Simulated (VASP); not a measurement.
Write the native input for VASP 6.6.1 that does the following.

```yaml
Task: single point
Functional: PBEsol
Potentials_or_basis: VASP PAW PBE potentials, release 64 (Al, Cu)
Cutoff: 520 eV
k_mesh: 12 × 12 × 12
Occupations: gaussian, width 0.15 eV
Spin: no spin polarisation
Dipole_correction: no
Further_INCAR_settings: ALGO = Fast; EDIFF = 1e-07; NBANDS = 18
```

The structure of Al3Cu lies in POSCAR:

```
Al3Cu
1.0
    4.2815891558      0.0000000000      0.0000000000
    0.0000000000      3.8923537780      0.0000000000
    0.0000000000      0.0000000000      3.8923537780
Al Cu
3 1
Direct
    0.0000000000      0.5000000000      0.5000000000
    0.5000000000      0.0000000000      0.5000000000
    0.5000000000      0.5000000000      0.0000000000
    0.0000000000      0.0000000000      0.0000000000
```

This cell differs from its parent crystal: strain +0.1000 x Voigt [1, 0, 0, 0, 0, 0].

The input as run:

INCAR

```
  PREC = Accurate
  ENCUT = 520
  EDIFF = 1E-7
  ISMEAR = 0
  SIGMA = 0.15
  LREAL = False
  LASPH = True
  NELM = 80
  ALGO = Fast
  ISIF = 2
  LWAVE = False
  LCHARG = True
  GGA = PS
  LELF = True
  LVHAR = True
  NBANDS = 18
```

KPOINTS

```
Automatic mesh
0
Gamma
  12 12 12
```

Potentials or basis: VASP PAW PBE potentials, release 64 (Al, Cu).

Command:

```console
$ cat potpaw_PBE.64/Al/POTCAR potpaw_PBE.64/Cu/POTCAR > POTCAR
$ mpirun -np 1 vasp_std > vasp.out
```

It gave:

```
Pressure               : -6.9 GPa
Band gap on the k mesh : zero (bands 10 and 11 overlap by 3.64 eV)
```

Caveat: the cell differs from its parent crystal (strain +0.1000 x Voigt [1, 0, 0, 0, 0, 0]); the cell stands under tension; the PAW data sets were made with another functional, which shifts forces and pressure a little.

Wall time 6.2 min on 1 thread of Intel Xeon 8259CL, on a shared host, peak memory 0.33 GiB.
